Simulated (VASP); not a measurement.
Set up this calculation in VASP 6.6.1, as the native input.

```
Task                   : single point
Functional             : r2SCAN
Potentials or basis    : VASP PAW PBE potentials, release 64 (Na_pv, F)
Cutoff                 : 520 eV
k mesh                 : 10 × 10 × 10
Occupations            : gaussian, width 0.01 eV
Spin                   : no spin polarisation
Dipole correction      : no
Further INCAR settings : ALGO = Normal; EDIFF = 1e-06; NBANDS = 14
```

The system is NaF.

```xyz
2
Lattice="-0.0747 2.2225 2.2225 2.2225 -0.0747 2.2225 2.2225 2.2225 -0.0747" Properties=species:S:1:pos:R:3 pbc="T T T"
Na    0.0000    0.0000    0.0000
F     2.1851    2.1851    2.1851
```

This cell differs from its parent crystal: strain along [111] -4.9%.

The input as run:

POSCAR

```
NaF
1.0
   -0.0747371929      2.2225125901      2.2225125901
    2.2225125901     -0.0747371929      2.2225125901
    2.2225125901      2.2225125901     -0.0747371929
Na F
1 1
Direct
    0.0000000000      0.0000000000      0.0000000000
    0.5000000000      0.5000000000      0.5000000000
```

INCAR.step1

```
SYSTEM = NaF
  ALGO = Normal
  EDIFF = 1E-4
  ENCUT = 520
  GGA = PE
  ISMEAR = 0
  LASPH = .TRUE.
  LCHARG = .FALSE.
  LREAL = .FALSE.
  LWAVE = .TRUE.
  NBANDS = 14
  NELM = 60
  PREC = Accurate
  SIGMA = 0.01
```

INCAR.step2

```
SYSTEM = NaF
  ALGO = Normal
  EDIFF = 1E-6
  ENCUT = 520
  ISIF = 2
  ISMEAR = 0
  ISTART = 1
  LASPH = .TRUE.
  LCHARG = .TRUE.
  LELF = .TRUE.
  LMIXTAU = .TRUE.
  LREAL = .FALSE.
  LVHAR = .TRUE.
  LWAVE = .FALSE.
  METAGGA = R2SCAN
  NBANDS = 14
  NELM = 60
  PREC = Accurate
  SIGMA = 0.01
```

KPOINTS

```
k-points
0
G
  10 10 10
  0 0 0
```

Potentials or basis: VASP PAW PBE potentials, release 64 (Na_pv, F).

Run with:

```sh
$ cat potpaw_PBE.64/Na_pv/POTCAR potpaw_PBE.64/F/POTCAR > POTCAR
$ cp INCAR.step1 INCAR
$ mpirun -np 1 vasp_std > vasp.out
$ cp INCAR.step2 INCAR
$ mpirun -np 1 vasp_std > vasp.out
```

It gave:

| Property | Result |
| --- | --- |
| Pressure | 2.2 GPa |
| Band gap on the k mesh | 7.52 eV, direct |

Caveat: the cell differs from its parent crystal (strain along [111] -4.9%); the PAW data sets were made with another functional, which shifts forces and pressure a little.

Run time: 53 s on 1 thread of Intel(R) Xeon(R) Platinum 8488C (Sapphire Rapids), with other jobs on the host, peak memory 0.15 GiB.
